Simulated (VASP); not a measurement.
# NaHfO (P4/mmm) in VASP: notebook, part 2 of 2

VASP 6.6.1. The steps go on from the part before.

### 3 Single point, PBE

This run uses another cell than the first one, of 18.44 Å³/atom.

File INCAR:

```
SYSTEM = NaHfO
ALGO = Normal
EDIFF = 1E-6
ENCUT = 520
GGA = PE
ISIF = 2
ISMEAR = 0
LASPH = .TRUE.
LCHARG = .FALSE.
LREAL = .FALSE.
LWAVE = .FALSE.
NBANDS = 18
NELM = 60
PREC = Accurate
SIGMA = 0.1
```

File KPOINTS:

```
k-points
0
G
  6 6 6
  0 0 0
```

File POSCAR:

```
NaHfO
1.0
    3.0796994710      0.0000000000      0.0000000000
    0.0000000000      3.0796994710      0.0000000000
    0.0000000000      0.0000000000      5.8329898349
Na Hf O
1 1 1
Direct
    0.5000000000      0.5000000000      0.5000000000
    0.0000000000      0.0000000000      0.0000000000
    0.5000000000      0.5000000000      0.0000000000
```

Potentials or basis: VASP PAW PBE potentials, release 64 (Na_pv, Hf_pv, O).

Launch:

```console
cat potpaw_PBE.64/Na_pv/POTCAR potpaw_PBE.64/Hf_pv/POTCAR potpaw_PBE.64/O/POTCAR > POTCAR
mpirun -np 1 vasp_std > vasp.out
```

OUTCAR:

```text
SYSTEM = NaHfO
   EDIFF = 1E-6
   ENCUT = 520
   GGA = PE
   ISIF = 2
   ISMEAR = 0
   LASPH = .TRUE.
   LREAL = .FALSE.
   NELM = 60
   PREC = Accurate

 ion  position               nearest neighbor table
   1  0.500  0.500  0.500-
   2  0.000  0.000  0.000-   3 2.18   3 2.18   3 2.18   3 2.18
   3  0.500  0.500  0.000-   2 2.18   2 2.18   2 2.18   2 2.18

  LATTYP: Found a simple tetragonal cell.
 ALAT       =     3.0796994710
 C/A-ratio  =     1.8940126755

  Lattice vectors:

 A1 = (   3.0796994710,   0.0000000000,   0.0000000000)
 A2 = (   0.0000000000,   3.0796994710,   0.0000000000)
 A3 = (   0.0000000000,   0.0000000000,   5.8329898349)

Analysis of symmetry for initial positions (statically):
=====================================================================
 Subroutine PRICEL returns:
 Original cell was already a primitive cell.

 Routine SETGRP: Setting up the symmetry group for a
 simple tetragonal supercell.

 Subroutine GETGRP returns: Found 16 space group operations
 (whereof 16 operations were pure point group operations)
 out of a pool of 16 trial point group operations.

The static configuration has the point symmetry D_4h.

Analysis of symmetry for dynamics (positions and initial velocities):
=====================================================================
 Subroutine PRICEL returns:
 Original cell was already a primitive cell.

 Routine SETGRP: Setting up the symmetry group for a
 simple tetragonal supercell.

 Subroutine GETGRP returns: Found 16 space group operations
 (whereof 16 operations were pure point group operations)
 out of a pool of 16 trial point group operations.

The dynamic configuration has the point symmetry D_4h.

 Subroutine INISYM returns: Found 16 space group operations
 (whereof 16 operations are pure point group operations),
 and found     1 'primitive' translations

----------------------------------------------------------------------------------------

                                     Primitive cell

  volume of cell :      55.3233

  direct lattice vectors                    reciprocal lattice vectors
     3.079699471  0.000000000  0.000000000     0.324707008  0.000000000  0.000000000
     0.000000000  3.079699471  0.000000000     0.000000000  0.324707008  0.000000000
     0.000000000  0.000000000  5.832989835     0.000000000  0.000000000  0.171438667

  length of vectors
     3.079699471  3.079699471  5.832989835     0.324707008  0.324707008  0.171438667

  position of ions in fractional coordinates (direct lattice)
     0.500000000  0.500000000  0.500000000
     0.000000000  0.000000000  0.000000000
     0.500000000  0.500000000  0.000000000

  ion indices of the primitive-cell ions
   primitive index   ion index
                 1           1
                 2           2
                 3           3

----------------------------------------------------------------------------------------

 KPOINTS: k-points

Automatic generation of k-mesh.
 Grid dimensions read from file:
 generate k-points for:    6    6    6

 Generating k-lattice:

  Cartesian coordinates                     Fractional coordinates (reciprocal lattice)
     0.054117835  0.000000000  0.000000000     0.166666667  0.000000000  0.000000000
     0.000000000  0.054117835  0.000000000     0.000000000  0.166666667  0.000000000
     0.000000000  0.000000000  0.028573111     0.000000000  0.000000000  0.166666667

  Length of vectors
     0.054117835  0.054117835  0.028573111

  Shift w.r.t. Gamma in fractional coordinates (k-lattice)
     0.000000000  0.000000000  0.000000000

 Subroutine IBZKPT returns following result:
 ===========================================

 Found     40 irreducible k-points:

 Following reciprocal coordinates:
            Coordinates               Weight
  0.000000  0.000000  0.000000      1.000000
  0.166667  0.000000  0.000000      4.000000
  0.333333  0.000000  0.000000      4.000000
  0.500000  0.000000  0.000000      2.000000
  0.166667  0.166667  0.000000      4.000000
  0.333333  0.166667  0.000000      8.000000
[... 16 lines left out ...]
  0.333333  0.000000  0.333333      8.000000
  0.500000  0.000000  0.333333      4.000000
 [... further k-points ...]
   k-points           NKPTS =     40   k-points in BZ     NKDIM =     40   number of bands    NBANDS=     18
   number of dos      NEDOS =    301   number of ions     NIONS =      3
   total plane-waves  NPLWV =  27648
   dimension x,y,z NGX =    24 NGY =   24 NGZ =   48
   dimension x,y,z NGXF=    48 NGYF=   48 NGZF=   96
   ions per type =               1   1   1
   NGX,Y,Z   is equivalent  to a cutoff of  12.96, 12.96, 13.68 a.u.
   NGXF,Y,Z  is equivalent  to a cutoff of  25.91, 25.91, 27.36 a.u.
 SYSTEM =  NaHfO
   PREC   = accura    normal or accurate (medium, high low for compatibility)
   ISTART =      0    job   : 0-new  1-cont  2-samecut
   ICHARG =      2    charge: 1-file 2-atom 10-const
   ISPIN  =      1    spin polarized calculation?
   LNONCOLLINEAR =      F non collinear calculations
   LSORBIT =      F    spin-orbit coupling
   LASPH  =      T    aspherical Exc in radial PAW
   ENCUT  =  520.0 eV  38.22 Ry    6.18 a.u.   5.73  5.73 10.85*2*pi/ulx,y,z
   NELM   =     60;   NELMIN=  2; NELMDL= -5     # of ELM steps
   EDIFF  = 0.1E-05   stopping-criterion for ELM
   LREAL  =      F    real-space projection
   EDIFFG = 0.1E-04   stopping-criterion for IOM
   NSW    =      0    number of steps for IOM
   IBRION =     -1    ionic relax: 0-MD 1-quasi-New 2-CG
   NFREE  =      0    steps in history (QN), initial steepest desc. (CG)
   ISIF   =      2    stress and relaxation
   ISYM   =      2    0-nonsym 1-usesym 2-fastsym
   POTIM  = 0.5000    time-step for ionic-motion
   TEBEG  =    0.0;   TEEND  =   0.0 temperature during run
   PSTRESS=    0.0 pullay stress
   NELECT =      23.0000    total number of electrons
   NUPDOWN=      -1.0000    fix difference up-down
   EMIN   =  10.00;   EMAX   =-10.00  energy-range for DOS
   EFERMI =   0.00;   METHOD = LEGACY
   ISMEAR =     0;   SIGMA  =   0.10  broadening in eV -4-tet -1-fermi 0-gaus
   EFERMI_NEDOS =   21; number of points for ismear=-14 and -15
   IALGO  =     38    algorithm
   IMIX   =      4    mixing-type and parameters
     AMIX     =   0.40;   BMIX     =  1.00
     AMIX_MAG =   1.60;   BMIX_MAG =  1.00
  volume/ion in A,a.u.               =      18.44       124.45
  Fermi-wavevector in a.u.,A,eV,Ry     =   1.221841  2.308945 20.312086  1.492896
  Thomas-Fermi vector in A             =   2.357009
   LORBIT       =      0    0 simple, 1 ext, 2 COOP (PROOUT), +10 PAW based schemes
   GGA     = PE    functional components
   LHFCALC =     F    Hartree Fock is set to
   AEXX    =    0.0000 exact exchange contribution
   IVDW    =     0    specifies the selected vdW correction
   LEPSILON=     F    determine dielectric tensor
   LRPA    =     F    only Hartree local field effects (RPA)
 non-spin polarized calculation
 Gauss-broadening in eV      SIGMA  =   0.10
  energy-cutoff  :      520.00
  volume of cell :       55.32
 maximum number of plane-waves:      1512
 NGX is ok and might be reduce to    24
   NGX = 11   NGY = 11   NGZ = 21

 number of electron      23.0000018 magnetization

 Free energy of the ion-electron system (eV)
  ---------------------------------------------------
  ext. energy  EPLUGINS =         0.00000000
  ---------------------------------------------------
  free energy    TOTEN  =       -20.11271811 eV

  energy without entropy =      -20.09979211  energy(sigma->0) =      -20.10625511

 E-fermi :   3.6676     XC(G=0):  -9.5509

 val. band max:        3.6449805884   @ k =   0.5000   0.0000   0.5000
 cond. band min:       3.6803609597   @ k =   0.3333   0.3333   0.1667
 fundamental gap:      0.0353803714
 Fermi energy:         3.6675769933

 k-point     1 :       0.0000    0.0000    0.0000
  band No.  band energies     occupation
      1     -27.9685      2.00000
      2     -27.7869      2.00000
      3     -27.7869      2.00000
      4     -20.6835      2.00000
      5     -20.6152      2.00000
      6     -20.6152      2.00000
[... 10 lines left out ...]
     17       7.2390      0.00000
     18       7.4217      0.00000
[... 466 lines left out ...]
      2     -27.9019      2.00000
      3     -27.6890      2.00000
      4     -20.7391      2.00000
      5     -20.6693      2.00000
      6     -20.6043      2.00000
[... 10 lines left out ...]
     17       9.4627      0.00000
     18      11.2487      0.00000

 [... further k-points ...]

------------------------ aborting loop because EDIFF is reached ----------------------------------------

  FORCE on cell =-STRESS in cart. coord.  units (eV):
  Direction    XX          YY          ZZ          XY          YZ          ZX
  --------------------------------------------------------------------------------------
  -------------------------------------------------------------------------------------
  Total       -0.4309945     -0.4309945      0.0619388      0.0000000      0.0000000      0.0000000
  in kB      -12.4817192    -12.4817192      1.7937634      0.0000000      0.0000000      0.0000000
  external PRESSURE =      -7.7232250 kB  Pullay stress =       0.0000000 kB

 VOLUME and BASIS-vectors are now :
 -----------------------------------------------------------------------------
  energy-cutoff  :      520.00
  volume of cell :       55.32
      direct lattice vectors                 reciprocal lattice vectors
     3.079699471  0.000000000  0.000000000     0.324707008  0.000000000  0.000000000
     0.000000000  3.079699471  0.000000000     0.000000000  0.324707008  0.000000000
     0.000000000  0.000000000  5.832989835     0.000000000  0.000000000  0.171438667

 POSITION                                       TOTAL-FORCE (eV/Angst)
 -----------------------------------------------------------------------------------
      1.53985      1.53985      2.91649         0.000000      0.000000      0.000000
      0.00000      0.00000      0.00000         0.000000      0.000000      0.000000
      1.53985      1.53985      0.00000         0.000000      0.000000      0.000000
 -----------------------------------------------------------------------------------
    total drift:                                0.000000     -0.000000     -0.000000

  FREE ENERGIE OF THE ION-ELECTRON SYSTEM (eV)
  ---------------------------------------------------
  free  energy   TOTEN  =       -20.1127181077 eV

  energy  without entropy=      -20.0997921114  energy(sigma->0) =      -20.10625511
```

stdout:

```text
POSCAR found type information on POSCAR NaHfO
 POSCAR found :  3 types and       3 ions
 scaLAPACK will be used
 LDA part: xc-table for (Slater+PW92), standard interpolation
 POSCAR, INCAR and KPOINTS ok, starting setup
 FFT: planning ... GRIDC
 FFT: planning ... GRID_SOFT
 FFT: planning ... GRID
 WAVECAR not read
 entering main loop
```

Run time: 41 s. Hardware: 1 thread of Intel Xeon 8259CL, shared host; peak memory 0.19 GiB.

Results:

| Item | Value |
| --- | --- |
| Free energy | -20.1127 eV |
| Pressure | -0.8 GPa |
| Band gap on the k mesh | zero (an odd number of electrons rules out a gap without spin polarisation) |

Caveat: spin-orbit coupling is left out, which moves the levels of the heavy elements; an odd number of electrons without spin polarisation forces a metal; a magnetic or distorted state may lie lower.

### 4 Relaxation of cell and atoms, PBE

File INCAR:

```
SYSTEM = NaHfO
  ALGO = Normal
  EDIFF = 1E-6
  EDIFFG = -0.04
  ENCUT = 600
  GGA = PE
  IBRION = 2
  ISIF = 3
  ISMEAR = 0
  LASPH = .TRUE.
  LCHARG = .FALSE.
  LREAL = .FALSE.
  LWAVE = .FALSE.
  NELM = 60
  NSW = 90
  PREC = Accurate
  SIGMA = 0.1
```

KPOINTS is that of step 3.

File POSCAR:

```
NaHfO
1.0
    3.4654665600      0.0000000000      0.0000000000
    0.0000000000      3.4654665600      0.0000000000
    0.0000000000      0.0000000000      3.6550131800
Na Hf O
1 1 1
Direct
    0.5000000000      0.5000000000      0.5000000000
    0.0000000000      0.0000000000      0.0000000000
    0.5000000000      0.5000000000      0.0000000000
```

Launch:

```console
cat potpaw_PBE.64/Na_pv/POTCAR potpaw_PBE.64/Hf_pv/POTCAR potpaw_PBE.64/O/POTCAR > POTCAR
mpirun -np 1 vasp_std > vasp.out
```

It took 5 min on 1 thread of Intel Xeon 8259CL, shared host; peak memory 0.2 GiB.

The run converged. Its results:

- Free energy: -19.9227 eV
- Relaxed volume: 16.44 Å³/atom
- Relaxed cell: a = 3.096 Å, b = 3.096 Å, c = 5.146 Å, α = 90.00°, β = 90.00°, γ = 90.00°
- Space group after relaxing (to 0.1 Å): P4/mmm (No. 123)
- Energy gained by relaxing: 869.8 meV/atom
- Ionic steps: 11
- Pressure after relaxing: 0.0 GPa
- Band gap on the k mesh: zero (an odd number of electrons rules out a gap without spin polarisation)

Stress tensor (GPa, compression positive):
```
 0.06  0.00  0.00
 0.00  0.06  0.00
 0.00  0.00 -0.15
```

Step by step:
| step | energy change (eV) | largest force (eV/Å) | pressure (GPa) | volume (Å³) |
| --- | --- | --- | --- | --- |
| 1 | 0.0000 | 0.0000 | 11.85 | 43.89 |
| 2 | -2.3159 | 0.0000 | -5.55 | 49.48 |
| 3 | -2.4852 | 0.0000 | -5.53 | 50.43 |
| 4 | -2.5666 | 0.0000 | -3.56 | 51.95 |
| 5 | -2.5757 | 0.0000 | -4.61 | 51.39 |
| 6 | -2.5783 | 0.0000 | -4.45 | 51.48 |
| 7 | -2.5669 | 0.0000 | 5.30 | 47.86 |
| 8 | -2.6066 | 0.0000 | -0.36 | 49.77 |
| 9 | -2.6066 | 0.0000 | -0.27 | 49.73 |
| 10 | -2.6087 | 0.0000 | -0.13 | 49.50 |
| 11 | -2.6094 | 0.0000 | -0.01 | 49.31 |

Final structure:
```xyz
3
Lattice="3.0956 0.0000 0.0000 0.0000 3.0956 0.0000 0.0000 0.0000 5.1459" Properties=species:S:1:pos:R:3 pbc="T T T"
Na    1.5478    1.5478    2.5730
Hf    0.0000    0.0000    0.0000
O     1.5478    1.5478    0.0000
```

Levels at points of the mesh, in eV from the Fermi level:
| k point | band 10 | band 11 | band 12 | band 13 | band 14 | band 15 |
| --- | --- | --- | --- | --- | --- | --- |
| (0.00, 0.00, 0.00) | -5.38 | -3.91 | -2.30 | 2.61 | 2.68 | 2.68 |
| (0.50, 0.00, 0.00) | -6.59 | -1.32 | 1.69 | 1.88 | 3.21 | 3.32 |
| (0.50, 0.50, 0.00) | -5.42 | -0.63 | -0.63 | 0.37 | 4.41 | 4.68 |
| (0.00, 0.00, 0.50) | -5.38 | -2.28 | -1.44 | -1.16 | 2.62 | 2.65 |
| (0.50, 0.00, 0.50) | -6.78 | 0.30 | 0.46 | 1.19 | 3.24 | 3.25 |
| (0.50, 0.50, 0.50) | -5.51 | -0.91 | -0.91 | 1.73 | 3.80 | 4.78 |

Caveat: a cell axis changed by over 15 % at a fixed basis, so the end point is rough; spin-orbit coupling is left out, which moves the levels of the heavy elements; an odd number of electrons without spin polarisation forces a metal; a magnetic or distorted state may lie lower.

### 5 Overview

```csv
task,cell,cutoff (eV),gap on the mesh (eV),pressure (GPa)
single point,"a = 3.465, b = 3.465, c = 3.655 Å, 3 atoms",520,none,11.9
single point,"a = 3.080, b = 3.080, c = 5.833 Å, 3 atoms",520,none,-0.8
relaxation of cell and atoms,"relaxed from a = 3.465, b = 3.465, c = 3.655 Å, 3 atoms",600,none,0.0
```

Alike in all rows: level PBE; potentials or basis VASP PAW PBE potentials, release 64 (Na_pv, Hf_pv, O); no spin polarisation; k mesh 6 × 6 × 6; smearing gaussian 0.1 eV.

Caveats: spin-orbit coupling is left out, which moves the levels of the heavy elements; an odd number of electrons without spin polarisation forces a metal; a magnetic or distorted state may lie lower; the cell stands under pressure (at least some runs); a cell axis changed by over 15 % at a fixed basis, so the end point is rough (at least some runs).

Absolute energies hang on the potentials; compare differences alone.
